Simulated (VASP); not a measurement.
NiO2:

```
Ni O
1.0
     1.37287    0.79262    5.05585
    -1.37287    0.79262    5.05585
     0.00000   -1.58525    5.05585
Ni O
1 2
Direct
  0.00000 0.00000 0.00000
  0.60528 0.60528 0.60528
  0.39472 0.39472 0.39472
```

| Quantity | Value |
| --- | --- |
| Program | VASP 6.6.1 |
| Task | relaxation of shape and atoms at fixed volume |
| Functional | r2SCAN |
| Potentials or basis | VASP PAW PBE potentials, release 64 (Ni, O) |
| Cutoff | 600 eV |
| k mesh | 12 × 12 × 12 |
| Occupations | gaussian, width 0.02 eV |
| Spin | no spin polarisation |

At the start: pressure 7.5 GPa; volume 11.00 Å³/atom.

Q: How do energy, volume and symmetry change on relaxing?

A: Over 5 steps the energy falls by 10.0 meV/atom; space group R-3m (No. 166, to 0.1 Å) before and after.

Step by step:
```tsv
step	energy change (eV)	largest force (eV/Å)	pressure (GPa)	volume (Å³)
1	0.0000	0.6179	7.53	33.01
2	-0.0240	0.0132	2.30	33.01
3	-0.0246	0.0958	1.34	33.01
4	-0.0292	0.0328	0.61	33.01
5	-0.0299	0.0005	0.01	33.01
```

Final structure:
```cif
data_structure
_symmetry_space_group_name_H-M 'P 1'
_symmetry_Int_Tables_number 1
_cell_length_a 5.1927
_cell_length_b 5.1927
_cell_length_c 5.1927
_cell_angle_alpha 31.031
_cell_angle_beta 31.031
_cell_angle_gamma 31.031
_cell_volume 33.01
loop_
_atom_site_label
_atom_site_type_symbol
_atom_site_fract_x
_atom_site_fract_y
_atom_site_fract_z
_atom_site_occupancy
Ni1 Ni 0.00000 0.00000 0.00000 1
O1 O 0.60294 0.60294 0.60294 1
O2 O 0.39706 0.39706 0.39706 1
```

Caveat: the PAW data sets were made with another functional, which shifts forces and pressure a little.
